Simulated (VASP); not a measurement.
Runs of VASP 6.6.1 on Cu. The structure is that of space group Fd-3m (No. 227), or close to it. The cells are those of the table. 

```csv
task,cell,k mesh for the DOS,occupations for the DOS,gap on the mesh (eV),pressure (GPa)
single point,"a = 3.380 Å, angles 60.0°, 2 atoms",-,-,none,30.6
single point,"a = 3.233 Å, angles 60.0°, 2 atoms",-,-,none,(a)
single point,"a = 2.682 Å, angles 60.0°, 2 atoms",-,-,none,575.8
single point,"a = 3.071 Å, angles 60.0°, 2 atoms",-,-,none,139.6
```

Alike in all rows: level LDA; potentials or basis VASP PAW LDA potentials, release 64 (Cu); no spin polarisation; k mesh 15 × 15 × 15; cutoff (eV) 520; smearing fermi-dirac 0.08 eV.

**Question.** Fill in the values left out.

**Answer.** (a) 67.1.

A gap of «none» marks levels without a gap at the run's occupations.
